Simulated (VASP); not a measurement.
# C (Fmmm) in VASP: notebook

Runs on C. Level: PBEsol. Tasks: single point.

Program: VASP 6.6.1. These are calculated values, not measurements. Logs are shortened: lines on timing, memory, paths and dates and some standing lists are left out, and cuts for length are marked.

**1. The cell of the first run**

The structure is orthorhombic, space group Fmmm (No. 69). Conventional cell: a = 2.488 Å, b = 4.310 Å, c = 6.784 Å, α = 90.00°, β = 90.00°, γ = 90.00°. Within 1.9 Å of C (site symmetry m2m) lie 3 C at 1.44 Å.

**2. Single point, PBEsol (9.09 Å³/atom)**

Contents of INCAR:

```
PREC = Accurate
ENCUT = 520
EDIFF = 1E-7
ISMEAR = -1
SIGMA = 0.05
LREAL = F
LASPH = T
NELM = 80
ALGO = Normal
ISIF = 2
LWAVE = F
LCHARG = F
GGA = PS
NBANDS = 11
```

Contents of KPOINTS:

```
regular mesh
0
Gamma
  18 18 18
```

Contents of POSCAR:

```
C
1.0
    0.0000000000      2.1549900519      3.3920576840
    1.2441597479      0.0000000000      3.3920576840
    1.2441597479      2.1549900519      0.0000000000
C
2
Direct
    0.1666700000      0.8333300000      0.1666700000
    0.8333300000      0.1666700000      0.8333300000
```

Potentials or basis: VASP PAW PBE potentials, release 64 (C).

Command:

```bash
cat potpaw_PBE.64/C/POTCAR > POTCAR
mpirun -np 1 vasp_std > vasp.out
```

OUTCAR:

```text
PREC = Accurate
   ENCUT = 520
   EDIFF = 1E-7
   ISMEAR = -1
   LREAL = F
   LASPH = T
   NELM = 80
   ISIF = 2
   GGA = PS

 ion  position               nearest neighbor table
   1  0.167  0.833  0.167-   2 1.44   2 1.44   2 1.44
   2  0.833  0.167  0.833-   1 1.44   1 1.44   1 1.44

  LATTYP: Found a face centered orthorhombic cell.
 ALAT       =     2.4883194958
 B/A-ratio  =     1.7320846905
 C/A-ratio  =     2.7263843648

  Lattice vectors:

 A1 = (   0.0000000000,   2.1549900519,   3.3920576840)
 A2 = (   1.2441597479,   0.0000000000,   3.3920576840)
 A3 = (   1.2441597479,   2.1549900519,   0.0000000000)

Analysis of symmetry for initial positions (statically):
=====================================================================
 Subroutine PRICEL returns:
 Original cell was already a primitive cell.

 Routine SETGRP: Setting up the symmetry group for a
 face centered orthorhombic supercell.

 Subroutine GETGRP returns: Found  8 space group operations
 (whereof  8 operations were pure point group operations)
 out of a pool of  8 trial point group operations.

The static configuration has the point symmetry D_2h.

Analysis of symmetry for dynamics (positions and initial velocities):
=====================================================================
 Subroutine PRICEL returns:
 Original cell was already a primitive cell.

 Routine SETGRP: Setting up the symmetry group for a
 face centered orthorhombic supercell.

 Subroutine GETGRP returns: Found  8 space group operations
 (whereof  8 operations were pure point group operations)
 out of a pool of  8 trial point group operations.

The dynamic configuration has the point symmetry D_2h.

 Subroutine INISYM returns: Found  8 space group operations
 (whereof  8 operations are pure point group operations),
 and found     1 'primitive' translations

----------------------------------------------------------------------------------------

                                     Primitive cell

  volume of cell :      18.1892

  direct lattice vectors                    reciprocal lattice vectors
     0.000000000  2.154990052  3.392057684    -0.401877653  0.232019633  0.147403154
     1.244159748  0.000000000  3.392057684     0.401877653 -0.232019633  0.147403154
     1.244159748  2.154990052  0.000000000     0.401877653  0.232019633 -0.147403154

  length of vectors
     4.018710920  3.613030419  2.488356004     0.486894699  0.486894699  0.486894699

  position of ions in fractional coordinates (direct lattice)
     0.166670000  0.833330000  0.166670000
     0.833330000  0.166670000  0.833330000

  ion indices of the primitive-cell ions
   primitive index   ion index
                 1           1
                 2           2

----------------------------------------------------------------------------------------

 KPOINTS: regular mesh

Automatic generation of k-mesh.
 Grid dimensions read from file:
 generate k-points for:   18   18   18

 Generating k-lattice:

  Cartesian coordinates                     Fractional coordinates (reciprocal lattice)
    -0.022326536  0.012889980  0.008189064     0.055555556 -0.000000000 -0.000000000
     0.022326536 -0.012889980  0.008189064     0.000000000  0.055555556  0.000000000
     0.022326536  0.012889980 -0.008189064     0.000000000  0.000000000  0.055555556

  Length of vectors
     0.027049706  0.027049706  0.027049706

  Shift w.r.t. Gamma in fractional coordinates (k-lattice)
     0.000000000  0.000000000  0.000000000

 Subroutine IBZKPT returns following result:
 ===========================================

 Found    865 irreducible k-points:

 Following reciprocal coordinates:
            Coordinates               Weight
  0.000000  0.000000  0.000000      1.000000
  0.055556  0.000000 -0.000000      8.000000
  0.111111  0.000000 -0.000000      8.000000
  0.166667  0.000000 -0.000000      8.000000
  0.222222  0.000000 -0.000000      8.000000
  0.277778 -0.000000 -0.000000      8.000000
[... 16 lines left out ...]
 -0.277778  0.055556  0.000000      8.000000
 -0.222222  0.055556  0.000000      8.000000
 [... further k-points ...]
   k-points           NKPTS =    865   k-points in BZ     NKDIM =    865   number of bands    NBANDS=     11
   number of dos      NEDOS =    301   number of ions     NIONS =      2
   total plane-waves  NPLWV =  16800
   dimension x,y,z NGX =    30 NGY =   28 NGZ =   20
   dimension x,y,z NGXF=    60 NGYF=   56 NGZF=   40
   ions per type =               2
   NGX,Y,Z   is equivalent  to a cutoff of  12.41, 12.88, 13.36 a.u.
   NGXF,Y,Z  is equivalent  to a cutoff of  24.82, 25.77, 26.72 a.u.
 SYSTEM =  unknown system
   PREC   = accura    normal or accurate (medium, high low for compatibility)
   ISTART =      0    job   : 0-new  1-cont  2-samecut
   ICHARG =      2    charge: 1-file 2-atom 10-const
   ISPIN  =      1    spin polarized calculation?
   LNONCOLLINEAR =      F non collinear calculations
   LSORBIT =      F    spin-orbit coupling
   LASPH  =      T    aspherical Exc in radial PAW
   ENCUT  =  520.0 eV  38.22 Ry    6.18 a.u.   7.47  6.72  4.63*2*pi/ulx,y,z
   NELM   =     80;   NELMIN=  2; NELMDL= -5     # of ELM steps
   EDIFF  = 0.1E-06   stopping-criterion for ELM
   LREAL  =      F    real-space projection
   EDIFFG = 0.1E-05   stopping-criterion for IOM
   NSW    =      0    number of steps for IOM
   IBRION =     -1    ionic relax: 0-MD 1-quasi-New 2-CG
   NFREE  =      0    steps in history (QN), initial steepest desc. (CG)
   ISIF   =      2    stress and relaxation
   ISYM   =      2    0-nonsym 1-usesym 2-fastsym
   POTIM  = 0.5000    time-step for ionic-motion
   TEBEG  =    0.0;   TEEND  =   0.0 temperature during run
   PSTRESS=    0.0 pullay stress
   NELECT =       8.0000    total number of electrons
   NUPDOWN=      -1.0000    fix difference up-down
   EMIN   =  10.00;   EMAX   =-10.00  energy-range for DOS
   EFERMI =   0.00;   METHOD = LEGACY
   ISMEAR =    -1;   SIGMA  =   0.05  broadening in eV -4-tet -1-fermi 0-gaus
   EFERMI_NEDOS =   21; number of points for ismear=-14 and -15
   IALGO  =     38    algorithm
   IMIX   =      4    mixing-type and parameters
     AMIX     =   0.40;   BMIX     =  1.00
     AMIX_MAG =   1.60;   BMIX_MAG =  1.00
  volume/ion in A,a.u.               =       9.09        61.37
  Fermi-wavevector in a.u.,A,eV,Ry     =   1.244992  2.352694 21.089104  1.550005
  Thomas-Fermi vector in A             =   2.379234
   LORBIT       =      0    0 simple, 1 ext, 2 COOP (PROOUT), +10 PAW based schemes
   GGA     = PS    functional components
   LHFCALC =     F    Hartree Fock is set to
   AEXX    =    0.0000 exact exchange contribution
   IVDW    =     0    specifies the selected vdW correction
   LEPSILON=     F    determine dielectric tensor
   LRPA    =     F    only Hartree local field effects (RPA)
 non-spin polarized calculation
  energy-cutoff  :      520.00
  volume of cell :       18.19
 maximum number of plane-waves:       509
 NGX is ok and might be reduce to    30
   NGX = 15   NGY = 13   NGZ =  9

 number of electron       8.0000000 magnetization

 Free energy of the ion-electron system (eV)
  ---------------------------------------------------
  ext. energy  EPLUGINS =         0.00000000
  ---------------------------------------------------
  free energy    TOTEN  =       -19.26706663 eV

  energy without entropy =      -19.26684280  energy(sigma->0) =      -19.26695471

 E-fermi :   4.3366     XC(G=0): -10.4124

 val. band max:        4.3013431950   @ k =  -0.2778   0.0556   0.3333
 cond. band min:       4.3771779007   @ k =  -0.2222   0.1111   0.3333
 fundamental gap:      0.0758347057
 Fermi energy:         4.3366191787

 k-point     1 :       0.0000    0.0000    0.0000
  band No.  band energies     occupation
      1     -15.0447      2.00000
      2      -2.0826      2.00000
      3       1.3490      2.00000
      4       1.3728      2.00000
      5       8.4106      0.00000
      6      12.4583      0.00000
      7      12.5280      0.00000
      8      15.4204      0.00000
      9      16.4294      0.00000
     10      26.3079      0.00000
     11      29.2721      0.00000

 k-point     2 :       0.0556    0.0000   -0.0000
  band No.  band energies     occupation
      1     -14.9702      2.00000
      2      -2.0189      2.00000
      3       1.0740      2.00000
      4       1.2025      2.00000
      5       8.5359      0.00000
      6      12.5393      0.00000
      7      12.7885      0.00000
      8      15.1586      0.00000
      9      16.5690      0.00000
     10      26.5506      0.00000
     11      28.5571      0.00000

 k-point     3 :       0.1111    0.0000   -0.0000
  band No.  band energies     occupation
      1     -14.7470      2.00000
      2      -1.8271      2.00000
      3       0.2723      2.00000
      4       0.7947      2.00000
      5       8.9097      0.00000
      6      12.5654      0.00000
      7      13.6534      0.00000
      8      14.4167      0.00000
      9      17.0200      0.00000
     10      26.7886      0.00000
     11      27.2865      0.00000

 k-point     4 :       0.1667    0.0000   -0.0000
  band No.  band energies     occupation
      1     -14.3768      2.00000
      2      -1.5057      2.00000
      3      -0.8808      2.00000
      4       0.2467      2.00000
      5       9.5229      0.00000
      6      12.4790      0.00000
      7      13.2992      0.00000
      8      14.9569      0.00000
      9      17.7907      0.00000
     10      25.0691      0.00000
     11      28.1235      0.00000

 k-point     5 :       0.2222    0.0000   -0.0000
  band No.  band energies     occupation
      1     -13.8621      2.00000
      2      -2.2324      2.00000
      3      -1.0540      2.00000
      4      -0.3358      2.00000
      5      10.3488      0.00000
      6      11.9436      0.00000
      7      12.2939      0.00000
      8      16.5623      0.00000
      9      18.7825      0.00000
     10      23.5508      0.00000
     11      27.9288      0.00000
[... 211 lines left out ...]
 k-point    21 :      -0.3889    0.0556    0.0000
  band No.  band energies     occupation
      1     -10.5338      2.00000
      2      -7.8146      2.00000
      3      -1.8856      2.00000
      4       1.8495      2.00000
      5       6.3211      0.00000
      6      11.4761      0.00000
      7      14.9313      0.00000
      8      18.8151      0.00000
      9      23.0067      0.00000
     10      23.2366      0.00000
     11      25.6644      0.00000

 k-point    22 :      -0.3333    0.0556    0.0000
  band No.  band energies     occupation
      1     -11.5387      2.00000
      2      -6.5078      2.00000
      3      -1.6753      2.00000
      4       1.2083      2.00000
      5       7.4028      0.00000
      6      11.5845      0.00000
      7      13.4872      0.00000
      8      19.7549      0.00000
      9      21.9224      0.00000
     10      22.4332      0.00000
     11      25.9534      0.00000

 k-point    23 :      -0.2778    0.0556    0.0000
  band No.  band energies     occupation
      1     -12.4491      2.00000
      2      -5.1041      2.00000
      3      -1.3342      2.00000
      4       0.4580      2.00000
      5       8.8118      0.00000
      6      11.6859      0.00000
      7      12.2295      0.00000
      8      20.1879      0.00000
      9      20.4954      0.00000
     10      21.6661      0.00000
     11      26.4646      0.00000

 k-point    24 :      -0.2222    0.0556    0.0000
  band No.  band energies     occupation
      1     -13.2345      2.00000
      2      -3.6587      2.00000
      3      -0.8783      2.00000
      4      -0.2500      2.00000
      5      10.3184      0.00000
      6      10.9334      0.00000
      7      12.0708      0.00000
      8      18.3516      0.00000
      9      19.9315      0.00000
     10      22.1604      0.00000
     11      27.1626      0.00000

 [... further k-points ...]

------------------------ aborting loop because EDIFF is reached ----------------------------------------

  FORCE on cell =-STRESS in cart. coord.  units (eV):
  Direction    XX          YY          ZZ          XY          YZ          ZX
  --------------------------------------------------------------------------------------
  -------------------------------------------------------------------------------------
  Total       -1.4834343     -1.5355749      0.1520050     -0.0000000      0.0000000      0.0000000
  in kB     -130.6664984   -135.2592453     13.3891761     -0.0000000      0.0000000      0.0000000
  external PRESSURE =     -84.1788559 kB  Pullay stress =       0.0000000 kB

 VOLUME and BASIS-vectors are now :
 -----------------------------------------------------------------------------
  energy-cutoff  :      520.00
  volume of cell :       18.19
      direct lattice vectors                 reciprocal lattice vectors
     0.000000000  2.154990052  3.392057684    -0.401877653  0.232019633  0.147403154
     1.244159748  0.000000000  3.392057684     0.401877653 -0.232019633  0.147403154
     1.244159748  2.154990052  0.000000000     0.401877653  0.232019633 -0.147403154

 POSITION                                       TOTAL-FORCE (eV/Angst)
 -----------------------------------------------------------------------------------
      1.24416      0.71834      3.39206         0.000000      0.003960      0.000000
      1.24416      3.59164      3.39206         0.000000     -0.003960      0.000000
 -----------------------------------------------------------------------------------
    total drift:                               -0.000000     -0.000000     -0.000000

  FREE ENERGIE OF THE ION-ELECTRON SYSTEM (eV)
  ---------------------------------------------------
  free  energy   TOTEN  =       -19.2670666263 eV

  energy  without entropy=      -19.2668427976  energy(sigma->0) =      -19.26695471
```

Run time: 84 s. Hardware: 1 thread of Intel Xeon 6975P-C (Granite Rapids), shared host; peak memory 0.25 GiB.

What came out:

```
Free energy   : -19.2671 eV
Pressure      : -8.4 GPa
Largest force : 0.004 eV/Å
```

Forces on the atoms (eV/Å):
```
C    0.000  0.004  0.000
C    0.000 -0.004  0.000
```

Caveat: the cell stands under tension; this functional lacks dispersion, which binds the layers, so the pressure and a relaxed spacing across them are unreliable; the PAW data sets were made with another functional, which shifts forces and pressure a little.

**3. Single point, PBEsol (8.40 Å³/atom)**

This run uses another cell than the first one, of 8.40 Å³/atom.

Contents of INCAR:

```
PREC     = Accurate       # precision mode
ENCUT    = 520            # plane-wave cutoff, eV
EDIFF    = 1E-6           # SCF threshold, eV
ISMEAR   = -1             # smearing method
SIGMA    = 0.05           # smearing width, eV
LREAL    = F              # projectors in reciprocal space
LASPH    = T              # aspherical terms in the spheres
NELM     = 60             # most SCF steps
ALGO     = Normal         # electronic algorithm
ISIF     = 2              # what is computed and relaxed
LWAVE    = F              # write WAVECAR
LCHARG   = T              # write CHGCAR
GGA      = PS             # functional
LELF     = T              # ELF
LVHAR    = T            
NBANDS   = 11             # bands
```

KPOINTS is that of step 2.

Contents of POSCAR:

```
C
1.0
    0.0000000000      2.0982532328      3.3027512099
    1.2114033709      0.0000000000      3.3027512099
    1.2114033709      2.0982532328      0.0000000000
C
2
Direct
    0.1666700000      0.8333300000      0.1666700000
    0.8333300000      0.1666700000      0.8333300000
```

Potentials or basis: VASP PAW PBE potentials, release 64 (C).

Command:

```bash
cat potpaw_PBE.64/C/POTCAR > POTCAR
mpirun -np 1 vasp_std > vasp.out
```

Wall time 72 s (1 thread of Intel Xeon 6975P-C (Granite Rapids), shared host); peak memory 0.23 GiB.

Results (log left out):

| Item | Value |
| --- | --- |
| Free energy | -19.2445 eV |
| Pressure | 14.7 GPa |
| Largest force | 0.004 eV/Å |

Forces in eV/Å, atoms in the order of the input:
```
C    0.000  0.004  0.000
C    0.000 -0.004  0.000
```

Stress tensor (GPa, compression positive):
```
21.33  0.00  0.00
 0.00 20.74  0.00
 0.00  0.00  2.14
```

Caveat: the cell stands under pressure; this functional lacks dispersion, which binds the layers, so the pressure and a relaxed spacing across them are unreliable; the PAW data sets were made with another functional, which shifts forces and pressure a little.
